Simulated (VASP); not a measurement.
# KW3 (P6_3/mmc) in VASP: single point with PBE

Aim: the single point of KW3 with PBE.

Program: VASP 6.6.1. These are calculated values, not measurements. Logs are shortened: lines on timing, memory, paths and dates and some standing lists are left out, and cuts for length are marked.

### 1 The cell of the first run

It takes space group P6_3/mmc (No. 194, hexagonal). Conventional cell: a = 8.143 Å, b = 8.143 Å, c = 4.342 Å, α = 90.00°, β = 90.00°, γ = 120.00°. Within 5.2 Å of K (site symmetry -6m2) lie 12 W at 3.87 to 4.16 Å and 8 K at 4.34 to 5.18 Å. Within 3.4 Å of W (site symmetry mm2) lie 6 W at 2.60 to 2.64 Å.

### 2 Single point, PBE

The input, INCAR:

```
SYSTEM = KW3
ALGO = Fast
EDIFF = 1E-6
ENCUT = 520
GGA = PE
ISIF = 2
ISMEAR = 0
LASPH = .TRUE.
LCHARG = .TRUE.
LELF = .TRUE.
LREAL = .FALSE.
LVHAR = .TRUE.
LWAVE = .FALSE.
NBANDS = 61
NELM = 80
PREC = Accurate
SIGMA = 0.1
```

The input, KPOINTS:

```
k-points
0
G
  3 3 4
  0 0 0
```

The input, POSCAR:

```
KW3
1.0
    8.1428261390      0.0000000000      0.0000000000
   -4.0714130695      7.0518942950      0.0000000000
    0.0000000000      0.0000000000      4.3422190838
K W
2 6
Direct
    0.3333333333      0.6666666667      0.2500000000
    0.6666666667      0.3333333333      0.7500000000
    0.8935381408      0.7870762816      0.2500000000
    0.1064618592      0.8935381408      0.7500000000
    0.2129237184      0.1064618592      0.2500000000
    0.1064618592      0.2129237184      0.7500000000
    0.8935381408      0.1064618592      0.2500000000
    0.7870762816      0.8935381408      0.7500000000
```

Potentials or basis: VASP PAW PBE potentials, release 64 (K_sv, W_sv).

Run with:

```sh
$ cat potpaw_PBE.64/K_sv/POTCAR potpaw_PBE.64/W_sv/POTCAR > POTCAR
$ mpirun -np 1 vasp_std > vasp.out
```

OUTCAR:

```text
SYSTEM = KW3
   EDIFF = 1E-6
   ENCUT = 520
   GGA = PE
   ISIF = 2
   ISMEAR = 0
   LASPH = .TRUE.
   LREAL = .FALSE.
   NELM = 80
   PREC = Accurate

 ion  position               nearest neighbor table
   1  0.333  0.667  0.250-
   2  0.667  0.333  0.750-
   3  0.894  0.787  0.250-   5 2.60   7 2.60   8 2.64   8 2.64   4 2.64   4 2.64
   4  0.106  0.894  0.750-   8 2.60   6 2.60   3 2.64   3 2.64   5 2.64   5 2.64
   5  0.213  0.106  0.250-   7 2.60   3 2.60   6 2.64   6 2.64   4 2.64   4 2.64
   6  0.106  0.213  0.750-   4 2.60   8 2.60   5 2.64   5 2.64   7 2.64   7 2.64
   7  0.894  0.106  0.250-   5 2.60   3 2.60   6 2.64   6 2.64   8 2.64   8 2.64
   8  0.787  0.894  0.750-   4 2.60   6 2.60   3 2.64   3 2.64   7 2.64   7 2.64

  LATTYP: Found a hexagonal cell.
 ALAT       =     8.1428261390
 C/A-ratio  =     0.5332570056

  Lattice vectors:

 A1 = (   8.1428261390,   0.0000000000,   0.0000000000)
 A2 = (  -4.0714130695,   7.0518942950,   0.0000000000)
 A3 = (   0.0000000000,   0.0000000000,   4.3422190838)

Analysis of symmetry for initial positions (statically):
=====================================================================
 Subroutine PRICEL returns:
 Original cell was already a primitive cell.

 Routine SETGRP: Setting up the symmetry group for a
 hexagonal supercell.

 Subroutine GETGRP returns: Found 24 space group operations
 (whereof 12 operations were pure point group operations)
 out of a pool of 24 trial point group operations.

The static configuration has the point symmetry D_3d.
 The point group associated with its full space group is D_6h.

Analysis of symmetry for dynamics (positions and initial velocities):
=====================================================================
 Subroutine PRICEL returns:
 Original cell was already a primitive cell.

 Routine SETGRP: Setting up the symmetry group for a
 hexagonal supercell.

 Subroutine GETGRP returns: Found 24 space group operations
 (whereof 12 operations were pure point group operations)
 out of a pool of 24 trial point group operations.

The dynamic configuration has the point symmetry D_3d.
 The point group associated with its full space group is D_6h.

 Subroutine INISYM returns: Found 24 space group operations
 (whereof 12 operations are pure point group operations),
 and found     1 'primitive' translations

----------------------------------------------------------------------------------------

                                     Primitive cell

  volume of cell :     249.3404

  direct lattice vectors                    reciprocal lattice vectors
     8.142826139  0.000000000  0.000000000     0.122807485  0.070902935  0.000000000
    -4.071413070  7.051894295  0.000000000     0.000000000  0.141805869  0.000000000
     0.000000000  0.000000000  4.342219084     0.000000000  0.000000000  0.230296993

  length of vectors
     8.142826139  8.142826139  4.342219084     0.141805869  0.141805869  0.230296993

  position of ions in fractional coordinates (direct lattice)
     0.333333333  0.666666667  0.250000000
     0.666666667  0.333333333  0.750000000
     0.893538141  0.787076282  0.250000000
     0.106461859  0.893538141  0.750000000
     0.212923718  0.106461859  0.250000000
     0.106461859  0.212923718  0.750000000
     0.893538141  0.106461859  0.250000000
     0.787076282  0.893538141  0.750000000

  ion indices of the primitive-cell ions
   primitive index   ion index
                 1           1
                 2           2
                 3           3
                 4           4
                 5           5
                 6           6
                 7           7
                 8           8

----------------------------------------------------------------------------------------

 KPOINTS: k-points

Automatic generation of k-mesh.
 Grid dimensions read from file:
 generate k-points for:    3    3    4

 Generating k-lattice:

  Cartesian coordinates                     Fractional coordinates (reciprocal lattice)
     0.040935828  0.023634312  0.000000000     0.333333333  0.000000000  0.000000000
     0.000000000  0.047268623  0.000000000     0.000000000  0.333333333  0.000000000
     0.000000000  0.000000000  0.057574248     0.000000000  0.000000000  0.250000000

  Length of vectors
     0.047268623  0.047268623  0.057574248

  Shift w.r.t. Gamma in fractional coordinates (k-lattice)
     0.000000000  0.000000000  0.000000000

 Subroutine IBZKPT returns following result:
 ===========================================

 Found      9 irreducible k-points:

 Following reciprocal coordinates:
            Coordinates               Weight
  0.000000  0.000000  0.000000      1.000000
  0.333333  0.000000  0.000000      6.000000
  0.333333  0.333333  0.000000      2.000000
  0.000000  0.000000  0.250000      2.000000
  0.333333  0.000000  0.250000     12.000000
  0.333333  0.333333  0.250000      4.000000
  0.000000  0.000000  0.500000      1.000000
  0.333333  0.000000  0.500000      6.000000
  0.333333  0.333333  0.500000      2.000000
   k-points           NKPTS =      9   k-points in BZ     NKDIM =      9   number of bands    NBANDS=     61
   number of dos      NEDOS =    301   number of ions     NIONS =      8
   total plane-waves  NPLWV = 131072
   dimension x,y,z NGX =    64 NGY =   64 NGZ =   32
   dimension x,y,z NGXF=   128 NGYF=  128 NGZF=   64
   ions per type =               2   6
   NGX,Y,Z   is equivalent  to a cutoff of  13.07, 13.07, 12.25 a.u.
   NGXF,Y,Z  is equivalent  to a cutoff of  26.13, 26.13, 24.50 a.u.
 SYSTEM =  KW3
   PREC   = accura    normal or accurate (medium, high low for compatibility)
   ISTART =      0    job   : 0-new  1-cont  2-samecut
   ICHARG =      2    charge: 1-file 2-atom 10-const
   ISPIN  =      1    spin polarized calculation?
   LNONCOLLINEAR =      F non collinear calculations
   LSORBIT =      F    spin-orbit coupling
   LASPH  =      T    aspherical Exc in radial PAW
   ENCUT  =  520.0 eV  38.22 Ry    6.18 a.u.  15.14 15.14  8.07*2*pi/ulx,y,z
   NELM   =     80;   NELMIN=  2; NELMDL= -5     # of ELM steps
   EDIFF  = 0.1E-05   stopping-criterion for ELM
   LREAL  =      F    real-space projection
   EDIFFG = 0.1E-04   stopping-criterion for IOM
   NSW    =      0    number of steps for IOM
   IBRION =     -1    ionic relax: 0-MD 1-quasi-New 2-CG
   NFREE  =      0    steps in history (QN), initial steepest desc. (CG)
   ISIF   =      2    stress and relaxation
   ISYM   =      2    0-nonsym 1-usesym 2-fastsym
   POTIM  = 0.5000    time-step for ionic-motion
   TEBEG  =    0.0;   TEEND  =   0.0 temperature during run
   PSTRESS=    0.0 pullay stress
   NELECT =     102.0000    total number of electrons
   NUPDOWN=      -1.0000    fix difference up-down
   EMIN   =  10.00;   EMAX   =-10.00  energy-range for DOS
   EFERMI =   0.00;   METHOD = LEGACY
   ISMEAR =     0;   SIGMA  =   0.10  broadening in eV -4-tet -1-fermi 0-gaus
   EFERMI_NEDOS =   21; number of points for ismear=-14 and -15
   IALGO  =     68    algorithm
   IMIX   =      4    mixing-type and parameters
     AMIX     =   0.40;   BMIX     =  1.00
     AMIX_MAG =   1.60;   BMIX_MAG =  1.00
  volume/ion in A,a.u.               =      31.17       210.33
  Fermi-wavevector in a.u.,A,eV,Ry     =   1.215283  2.296551 20.094609  1.476912
  Thomas-Fermi vector in A             =   2.350675
   LORBIT       =      0    0 simple, 1 ext, 2 COOP (PROOUT), +10 PAW based schemes
   GGA     = PE    functional components
   LHFCALC =     F    Hartree Fock is set to
   AEXX    =    0.0000 exact exchange contribution
   IVDW    =     0    specifies the selected vdW correction
   LEPSILON=     F    determine dielectric tensor
   LRPA    =     F    only Hartree local field effects (RPA)
 non-spin polarized calculation
 RMM-DIIS sequential band-by-band and
 Gauss-broadening in eV      SIGMA  =   0.10
  energy-cutoff  :      520.00
  volume of cell :      249.34
 maximum number of plane-waves:      6748
 NGX is ok and might be reduce to    64
   NGX = 31   NGY = 31   NGZ = 17

 number of electron     102.0000011 magnetization

 Free energy of the ion-electron system (eV)
  ---------------------------------------------------
  ext. energy  EPLUGINS =         0.00000000
  ---------------------------------------------------
  free energy    TOTEN  =       -69.18149252 eV

  energy without entropy =      -69.13657599  energy(sigma->0) =      -69.15903425

 E-fermi :   3.6872     XC(G=0):  -8.9718

 val. band max:        3.3126036339   @ k =   0.3333   0.0000   0.0000
 cond. band min:       3.7088629975   @ k =   0.3333   0.3333   0.2500
 fundamental gap:      0.3962593636
 Fermi energy:         3.6872061603

 k-point     1 :       0.0000    0.0000    0.0000
  band No.  band energies     occupation
      1     -70.3157      2.00000
      2     -70.1851      2.00000
      3     -70.1851      2.00000
      4     -70.1291      2.00000
      5     -70.0925      2.00000
      6     -70.0925      2.00000
[... 53 lines left out ...]
     60       5.7285      0.00000
     61       5.8103      0.00000

 k-point     2 :       0.3333    0.0000    0.0000
  band No.  band energies     occupation
      1     -70.3157      2.00000
      2     -70.1851      2.00000
      3     -70.1851      2.00000
      4     -70.1291      2.00000
      5     -70.0925      2.00000
      6     -70.0925      2.00000
[... 53 lines left out ...]
     60       5.7320      0.00000
     61       5.8271      0.00000

 k-point     3 :       0.3333    0.3333    0.0000
  band No.  band energies     occupation
      1     -70.3156      2.00000
      2     -70.1851      2.00000
      3     -70.1851      2.00000
      4     -70.1291      2.00000
      5     -70.0925      2.00000
      6     -70.0925      2.00000
[... 53 lines left out ...]
     60       5.8468      0.00000
     61       6.0695      0.00000

 k-point     4 :       0.0000    0.0000    0.2500
  band No.  band energies     occupation
      1     -70.2886      2.00000
      2     -70.1716      2.00000
      3     -70.1716      2.00000
      4     -70.1567      2.00000
      5     -70.1061      2.00000
      6     -70.1061      2.00000
[... 53 lines left out ...]
     60       5.5556      0.00000
     61       6.0989      0.00000

 k-point     5 :       0.3333    0.0000    0.2500
  band No.  band energies     occupation
      1     -70.2886      2.00000
      2     -70.1716      2.00000
      3     -70.1716      2.00000
      4     -70.1567      2.00000
      5     -70.1061      2.00000
      6     -70.1061      2.00000
[... 53 lines left out ...]
     60       5.6864      0.00000
     61       6.0083      0.00000

 k-point     6 :       0.3333    0.3333    0.2500
  band No.  band energies     occupation
      1     -70.2886      2.00000
      2     -70.1716      2.00000
      3     -70.1716      2.00000
      4     -70.1567      2.00000
      5     -70.1061      2.00000
      6     -70.1061      2.00000
[... 53 lines left out ...]
     60       5.8229      0.00000
     61       5.8230      0.00000

 k-point     7 :       0.0000    0.0000    0.5000
  band No.  band energies     occupation
      1     -70.2229      2.00000
      2     -70.2229      2.00000
      3     -70.1389      2.00000
      4     -70.1389      2.00000
      5     -70.1389      2.00000
      6     -70.1389      2.00000
[... 53 lines left out ...]
     60       5.8821      0.00000
     61       5.8821      0.00000

 k-point     8 :       0.3333    0.0000    0.5000
  band No.  band energies     occupation
      1     -70.2229      2.00000
      2     -70.2229      2.00000
      3     -70.1389      2.00000
      4     -70.1389      2.00000
      5     -70.1389      2.00000
      6     -70.1389      2.00000
[... 53 lines left out ...]
     60       5.8948      0.00000
     61       5.9103      0.00000

 k-point     9 :       0.3333    0.3333    0.5000
  band No.  band energies     occupation
      1     -70.2229      2.00000
      2     -70.2229      2.00000
      3     -70.1389      2.00000
      4     -70.1389      2.00000
      5     -70.1389      2.00000
      6     -70.1389      2.00000
[... 53 lines left out ...]
     60       6.1094      0.00000
     61       6.2263      0.00000

------------------------ aborting loop because EDIFF is reached ----------------------------------------

  FORCE on cell =-STRESS in cart. coord.  units (eV):
  Direction    XX          YY          ZZ          XY          YZ          ZX
  --------------------------------------------------------------------------------------
  -------------------------------------------------------------------------------------
  Total        0.3638202      0.3638202      0.6038907      0.0000000     -0.0000000      0.0000000
  in kB        2.3377859      2.3377859      3.8803978      0.0000000     -0.0000000      0.0000000
  external PRESSURE =       2.8519899 kB  Pullay stress =       0.0000000 kB

 VOLUME and BASIS-vectors are now :
 -----------------------------------------------------------------------------
  energy-cutoff  :      520.00
  volume of cell :      249.34
      direct lattice vectors                 reciprocal lattice vectors
     8.142826139  0.000000000  0.000000000     0.122807485  0.070902935  0.000000000
    -4.071413070  7.051894295  0.000000000     0.000000000  0.141805869  0.000000000
     0.000000000  0.000000000  4.342219084     0.000000000  0.000000000  0.230296993

 POSITION                                       TOTAL-FORCE (eV/Angst)
 -----------------------------------------------------------------------------------
     -0.00000      4.70126      1.08555        -0.000000      0.000000     -0.000000
      4.07141      2.35063      3.25666        -0.000000      0.000000      0.000000
      4.07141      5.55038      1.08555        -0.000000     -0.078579      0.000000
     -2.77106      6.30114      3.25666         0.068052     -0.039290      0.000000
      1.30035      0.75076      1.08555         0.068052      0.039290     -0.000000
      0.00000      1.50152      3.25666        -0.000000      0.078579     -0.000000
      6.84248      0.75076      1.08555        -0.068052      0.039290     -0.000000
      2.77106      6.30114      3.25666        -0.068052     -0.039290      0.000000
 -----------------------------------------------------------------------------------
    total drift:                               -0.000000      0.000000      0.000000

  FREE ENERGIE OF THE ION-ELECTRON SYSTEM (eV)
  ---------------------------------------------------
  free  energy   TOTEN  =       -69.1814925160 eV

  energy  without entropy=      -69.1365759887  energy(sigma->0) =      -69.15903425
```

It took 7.6 min on 1 thread of Intel Xeon Platinum 8259CL at 2.50GHz (Skylake/Cascade Lake), shared host; peak memory 0.42 GiB.

What came out:

| Quantity | Value |
| --- | --- |
| Free energy | -69.1815 eV |
| Pressure | 0.3 GPa |
| Largest force | 0.079 eV/Å |
| Band gap on the k mesh | zero (bands 51 and 52 overlap by 0.27 eV) |

Forces in eV/Å, atoms in the order of the input:
```
K    0.000  0.000  0.000
K    0.000  0.000  0.000
W    0.000 -0.079  0.000
W    0.068 -0.039  0.000
W    0.068  0.039  0.000
W    0.000  0.079  0.000
W   -0.068  0.039  0.000
W   -0.068 -0.039  0.000
```

Caveat: the k points lie up to 0.36 Å⁻¹ apart; spin-orbit coupling is left out, which moves the levels of the heavy elements.

The gap in the log of VASP goes by the Fermi energy; the results here count the filled bands.